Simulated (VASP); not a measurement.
# Be4Si (P4/nmm) in VASP: single point with r2SCAN

Aim: the single point of Be4Si with r2SCAN.

All numbers are computed with VASP 6.6.1; they aren't measurements. Logs are shortened: lines on timing, memory, paths and dates and some standing lists are left out, and cuts for length are marked.

### Step 1. The cell of the first run

Symmetry: P4/nmm, No. 129, tetragonal system. The conventional cell has a = 3.596 Å, b = 3.596 Å, c = 7.525 Å, α = 90.00°, β = 90.00°, γ = 90.00°. Within 2.9 Å of Be (site symmetry -4m2) lie 4 Si at 2.20 Å and 6 Be at 2.29 to 2.54 Å. Within 3.0 Å of Be (site symmetry 4mm) lie 12 Be at 2.24 to 2.56 Å and 1 Si at 2.35 Å. Within 2.7 Å of Be (site symmetry 2mm) lie 2 Si at 2.07 Å and 9 Be at 2.24 to 2.54 Å. Si (site symmetry 4mm) has 9 Be at 2.07 to 2.35 Å within 2.7 Å.

### Step 2. Single point, r2SCAN

File POSCAR:

```
Be4Si
1.0
    3.5961350000      0.0000000000      0.0000000000
    0.0000000000      3.5961350000      0.0000000000
    0.0000000000      0.0000000000      7.5253050000
Be Si
8 2
Direct
    0.0000000000      0.0000000000      0.0000000000
    0.5000000000      0.5000000000      0.0000000000
    0.0000000000      0.5000000000      0.4810000000
    0.5000000000      0.0000000000      0.5190000000
    0.0000000000      0.0000000000      0.3040000000
    0.5000000000      0.5000000000      0.3040000000
    0.5000000000      0.5000000000      0.6960000000
    0.0000000000      0.0000000000      0.6960000000
    0.0000000000      0.5000000000      0.1690000000
    0.5000000000      0.0000000000      0.8310000000
```

File INCAR.step1:

```
SYSTEM = Be4Si
PREC = Accurate ; ENCUT = 520
ISMEAR = -1 ; SIGMA = 0.1
LREAL = .False. ; LASPH = .True.
NELM = 60 ; NBANDS = 23
GGA = PE ; ALGO = Normal
EDIFF = 1E-4 ; LWAVE = .True.
LCHARG = .False.
```

File INCAR.step2:

```
SYSTEM = Be4Si
PREC = Accurate ; ENCUT = 520
EDIFF = 1E-7 ; ISMEAR = -1
SIGMA = 0.1 ; LREAL = .False.
LASPH = .True. ; NELM = 60
ALGO = Normal ; ISIF = 2
LWAVE = .False. ; LCHARG = .True.
METAGGA = R2SCAN ; LMIXTAU = .True.
LELF = .True. ; LVHAR = .True.
NBANDS = 23 ; ISTART = 1
```

File KPOINTS:

```
regular mesh
0
Gamma
  9 9 5
  0 0 0
```

Potentials or basis: VASP PAW PBE potentials, release 64 (Be, Si).

Run with:

```
cat potpaw_PBE.64/Be/POTCAR potpaw_PBE.64/Si/POTCAR > POTCAR
cp INCAR.step1 INCAR
mpirun -np 1 vasp_std > vasp.out
cp INCAR.step2 INCAR
mpirun -np 1 vasp_std > vasp.out
```

OUTCAR:

```text
SYSTEM = Be4Si
   PREC = Accurate
   ENCUT = 520
   EDIFF = 1E-7
   ISMEAR = -1
   LREAL = .False.
   LASPH = .True.
   NELM = 60
   ISIF = 2
   METAGGA = R2SCAN
   ISTART = 1

 ion  position               nearest neighbor table
   1  0.000  0.000  0.000-   9 2.20  10 2.20   9 2.20  10 2.20   5 2.29   8 2.29
   2  0.500  0.500  0.000-   9 2.20  10 2.20  10 2.20   9 2.20   6 2.29   7 2.29
   3  0.000  0.500  0.481-   5 2.24   6 2.24   5 2.24   6 2.24   9 2.35
   4  0.500  0.000  0.519-   7 2.24   8 2.24   7 2.24   8 2.24  10 2.35
   5  0.000  0.000  0.304-   9 2.07   9 2.07   3 2.24   3 2.24   1 2.29
   6  0.500  0.500  0.304-   9 2.07   9 2.07   3 2.24   3 2.24   2 2.29
   7  0.500  0.500  0.696-  10 2.07  10 2.07   4 2.24   4 2.24   2 2.29
   8  0.000  0.000  0.696-  10 2.07  10 2.07   4 2.24   4 2.24   1 2.29
   9  0.000  0.500  0.169-   5 2.07   6 2.07   5 2.07   6 2.07   1 2.20   1 2.20   2 2.20   2 2.20
                             3 2.35
  10  0.500  0.000  0.831-   7 2.07   8 2.07   7 2.07   8 2.07   2 2.20   1 2.20   1 2.20   2 2.20
                             4 2.35

  LATTYP: Found a simple tetragonal cell.
 ALAT       =     3.5961350000
 C/A-ratio  =     2.0926091484

  Lattice vectors:

 A1 = (   3.5961350000,   0.0000000000,   0.0000000000)
 A2 = (   0.0000000000,   3.5961350000,   0.0000000000)
 A3 = (   0.0000000000,   0.0000000000,   7.5253050000)

Analysis of symmetry for initial positions (statically):
=====================================================================
 Subroutine PRICEL returns:
 Original cell was already a primitive cell.

 Routine SETGRP: Setting up the symmetry group for a
 simple tetragonal supercell.

 Subroutine GETGRP returns: Found 16 space group operations
 (whereof  8 operations were pure point group operations)
 out of a pool of 16 trial point group operations.

The static configuration has the point symmetry D_2d.
 The point group associated with its full space group is D_4h.

Analysis of symmetry for dynamics (positions and initial velocities):
=====================================================================
 Subroutine PRICEL returns:
 Original cell was already a primitive cell.

 Routine SETGRP: Setting up the symmetry group for a
 simple tetragonal supercell.

 Subroutine GETGRP returns: Found 16 space group operations
 (whereof  8 operations were pure point group operations)
 out of a pool of 16 trial point group operations.

The dynamic configuration has the point symmetry D_2d.
 The point group associated with its full space group is D_4h.

 Subroutine INISYM returns: Found 16 space group operations
 (whereof  8 operations are pure point group operations),
 and found     1 'primitive' translations

----------------------------------------------------------------------------------------

                                     Primitive cell

  volume of cell :      97.3187

  direct lattice vectors                    reciprocal lattice vectors
     3.596135000  0.000000000  0.000000000     0.278076324  0.000000000  0.000000000
     0.000000000  3.596135000  0.000000000     0.000000000  0.278076324  0.000000000
     0.000000000  0.000000000  7.525305000     0.000000000  0.000000000  0.132884979

  length of vectors
     3.596135000  3.596135000  7.525305000     0.278076324  0.278076324  0.132884979

  position of ions in fractional coordinates (direct lattice)
     0.000000000  0.000000000  0.000000000
     0.500000000  0.500000000  0.000000000
     0.000000000  0.500000000  0.481000000
     0.500000000  0.000000000  0.519000000
     0.000000000  0.000000000  0.304000000
     0.500000000  0.500000000  0.304000000
     0.500000000  0.500000000  0.696000000
     0.000000000  0.000000000  0.696000000
     0.000000000  0.500000000  0.169000000
     0.500000000  0.000000000  0.831000000

  ion indices of the primitive-cell ions
   primitive index   ion index
                 1           1
                 2           2
                 3           3
                 4           4
                 5           5
                 6           6
                 7           7
                 8           8
                 9           9
                10          10

----------------------------------------------------------------------------------------

 KPOINTS: regular mesh

Automatic generation of k-mesh.
 Grid dimensions read from file:
 generate k-points for:    9    9    5

 Generating k-lattice:

  Cartesian coordinates                     Fractional coordinates (reciprocal lattice)
     0.030897369  0.000000000  0.000000000     0.111111111  0.000000000  0.000000000
     0.000000000  0.030897369  0.000000000     0.000000000  0.111111111  0.000000000
     0.000000000  0.000000000  0.026576996     0.000000000  0.000000000  0.200000000

  Length of vectors
     0.030897369  0.030897369  0.026576996

  Shift w.r.t. Gamma in fractional coordinates (k-lattice)
     0.000000000  0.000000000  0.000000000

 Subroutine IBZKPT returns following result:
 ===========================================

 Found     45 irreducible k-points:

 Following reciprocal coordinates:
            Coordinates               Weight
  0.000000  0.000000  0.000000      1.000000
  0.111111  0.000000  0.000000      4.000000
  0.222222  0.000000  0.000000      4.000000
  0.333333  0.000000  0.000000      4.000000
  0.444444  0.000000  0.000000      4.000000
  0.111111  0.111111  0.000000      4.000000
[... 16 lines left out ...]
  0.333333  0.111111  0.200000     16.000000
  0.444444  0.111111  0.200000     16.000000
 [... further k-points ...]
   k-points           NKPTS =     45   k-points in BZ     NKDIM =     45   number of bands    NBANDS=     23
   number of dos      NEDOS =    301   number of ions     NIONS =     10
   total plane-waves  NPLWV =  43904
   dimension x,y,z NGX =    28 NGY =   28 NGZ =   56
   dimension x,y,z NGXF=    56 NGYF=   56 NGZF=  112
   ions per type =               8   2
   NGX,Y,Z   is equivalent  to a cutoff of  12.94, 12.94, 12.37 a.u.
   NGXF,Y,Z  is equivalent  to a cutoff of  25.89, 25.89, 24.74 a.u.
 SYSTEM =  Be4Si
   PREC   = accura    normal or accurate (medium, high low for compatibility)
   ISTART =      1    job   : 0-new  1-cont  2-samecut
   ICHARG =      0    charge: 1-file 2-atom 10-const
   ISPIN  =      1    spin polarized calculation?
   LNONCOLLINEAR =      F non collinear calculations
   LSORBIT =      F    spin-orbit coupling
   LASPH  =      T    aspherical Exc in radial PAW
   ENCUT  =  520.0 eV  38.22 Ry    6.18 a.u.   6.69  6.69 13.99*2*pi/ulx,y,z
   NELM   =     60;   NELMIN=  2; NELMDL=  0     # of ELM steps
   EDIFF  = 0.1E-06   stopping-criterion for ELM
   LREAL  =      F    real-space projection
   EDIFFG = 0.1E-05   stopping-criterion for IOM
   NSW    =      0    number of steps for IOM
   IBRION =     -1    ionic relax: 0-MD 1-quasi-New 2-CG
   NFREE  =      0    steps in history (QN), initial steepest desc. (CG)
   ISIF   =      2    stress and relaxation
   ISYM   =      2    0-nonsym 1-usesym 2-fastsym
   POTIM  = 0.5000    time-step for ionic-motion
   TEBEG  =    0.0;   TEEND  =   0.0 temperature during run
   PSTRESS=    0.0 pullay stress
   NELECT =      24.0000    total number of electrons
   NUPDOWN=      -1.0000    fix difference up-down
   EMIN   =  10.00;   EMAX   =-10.00  energy-range for DOS
   EFERMI =   0.00;   METHOD = LEGACY
   ISMEAR =    -1;   SIGMA  =   0.10  broadening in eV -4-tet -1-fermi 0-gaus
   EFERMI_NEDOS =   21; number of points for ismear=-14 and -15
   IALGO  =     38    algorithm
   IMIX   =      4    mixing-type and parameters
     AMIX     =   0.40;   BMIX     =  1.00
     AMIX_MAG =   1.60;   BMIX_MAG =  1.00
  volume/ion in A,a.u.               =       9.73        65.67
  Fermi-wavevector in a.u.,A,eV,Ry     =   1.026628  1.940046 14.340073  1.053966
  Thomas-Fermi vector in A             =   2.160531
   LORBIT       =      0    0 simple, 1 ext, 2 COOP (PROOUT), +10 PAW based schemes
   METAGGA = R2SCAN    functional components
   LHFCALC =     F    Hartree Fock is set to
   AEXX    =    0.0000 exact exchange contribution
   IVDW    =     0    specifies the selected vdW correction
   LEPSILON=     F    determine dielectric tensor
   LRPA    =     F    only Hartree local field effects (RPA)
 non-spin polarized calculation
  energy-cutoff  :      520.00
  volume of cell :       97.32
 maximum number of plane-waves:      2643
 NGX is ok and might be reduce to    28
   NGX = 13   NGY = 13   NGZ = 27

 number of electron      24.0000000 magnetization

 Free energy of the ion-electron system (eV)
  ---------------------------------------------------
  ext. energy  EPLUGINS =         0.00000000
  ---------------------------------------------------
  free energy    TOTEN  =       -47.60195729 eV

  energy without entropy =      -47.50688787  energy(sigma->0) =      -47.55442258

 E-fermi :   7.9436     XC(G=0): -11.0419

 val. band max:        7.9337373798   @ k =   0.3333   0.0000   0.2000
 cond. band min:       7.9555528441   @ k =   0.4444   0.3333   0.4000
 fundamental gap:      0.0218154642
 Fermi energy:         7.9436384888

 k-point     1 :       0.0000    0.0000    0.0000
  band No.  band energies     occupation
      1      -6.0202      2.00000
      2      -4.3897      2.00000
      3      -2.4038      2.00000
      4       2.6655      2.00000
      5       2.6920      2.00000
      6       2.6920      2.00000
[... 15 lines left out ...]
     22      14.4583      0.00000
     23      14.4583      0.00000

 k-point     2 :       0.1111    0.0000    0.0000
  band No.  band energies     occupation
      1      -5.9069      2.00000
      2      -4.2987      2.00000
      3      -2.2870      2.00000
      4       1.9672      2.00000
      5       2.7144      2.00000
      6       2.8159      2.00000
[... 564 lines left out ...]
 k-point    24 :       0.4444    0.1111    0.2000
  band No.  band energies     occupation
      1      -4.2463      2.00000
      2      -3.7713      2.00000
      3      -1.1356      2.00000
      4      -0.6464      2.00000
      5       0.2143      2.00000
      6       1.1434      2.00000
[... 15 lines left out ...]
     22      14.0793      0.00000
     23      14.6422      0.00000

 [... further k-points ...]

------------------------ aborting loop because EDIFF is reached ----------------------------------------

  FORCE on cell =-STRESS in cart. coord.  units (eV):
  Direction    XX          YY          ZZ          XY          YZ          ZX
  --------------------------------------------------------------------------------------
  -------------------------------------------------------------------------------------
  Total        8.7913283      8.7913283      6.5962952      0.0000000      0.0000000      0.0000000
  in kB      144.7334781    144.7334781    108.5961891      0.0000000      0.0000000      0.0000000
  external PRESSURE =     132.6877151 kB  Pullay stress =       0.0000000 kB

 VOLUME and BASIS-vectors are now :
 -----------------------------------------------------------------------------
  energy-cutoff  :      520.00
  volume of cell :       97.32
      direct lattice vectors                 reciprocal lattice vectors
     3.596135000  0.000000000  0.000000000     0.278076324  0.000000000  0.000000000
     0.000000000  3.596135000  0.000000000     0.000000000  0.278076324  0.000000000
     0.000000000  0.000000000  7.525305000     0.000000000  0.000000000  0.132884979

 POSITION                                       TOTAL-FORCE (eV/Angst)
 -----------------------------------------------------------------------------------
      0.00000      0.00000      0.00000         0.000000      0.000000      0.000000
      1.79807      1.79807      0.00000         0.000000     -0.000000      0.000000
      0.00000      1.79807      3.61967         0.000000      0.000000      0.738907
      1.79807      0.00000      3.90563         0.000000      0.000000     -0.738907
      0.00000      0.00000      2.28769         0.000000     -0.000000      2.139809
      1.79807      1.79807      2.28769         0.000000     -0.000000      2.139809
      1.79807      1.79807      5.23761         0.000000      0.000000     -2.139809
      0.00000      0.00000      5.23761         0.000000      0.000000     -2.139809
      0.00000      1.79807      1.27178         0.000000     -0.000000     -2.069328
      1.79807      0.00000      6.25353         0.000000      0.000000      2.069328
 -----------------------------------------------------------------------------------
    total drift:                               -0.000000     -0.000000      0.000000

  FREE ENERGIE OF THE ION-ELECTRON SYSTEM (eV)
  ---------------------------------------------------
  free  energy   TOTEN  =       -47.6019572927 eV

  energy  without entropy=      -47.5068878662  energy(sigma->0) =      -47.55442258
```

It took 9.2 min on 1 thread of AMD EPYC 7R43 (Zen 3), shared host; peak memory 0.21 GiB.

Results:

* Free energy: -47.6020 eV
* Pressure: 13.3 GPa
* Largest force: 2.140 eV/Å
* Band gap on the k mesh: zero (band 12 reaches 8.24 eV, above the bottom of band 13 at 7.35 eV)

Forces in eV/Å, atoms in the order of the input:
```
Be   0.000  0.000  0.000
Be   0.000  0.000  0.000
Be   0.000  0.000  0.739
Be   0.000  0.000 -0.739
Be   0.000  0.000  2.140
Be   0.000  0.000  2.140
Be   0.000  0.000 -2.140
Be   0.000  0.000 -2.140
Si   0.000  0.000 -2.069
Si   0.000  0.000  2.069
```

Caveat: the PAW data sets were made with another functional, which shifts forces and pressure a little.
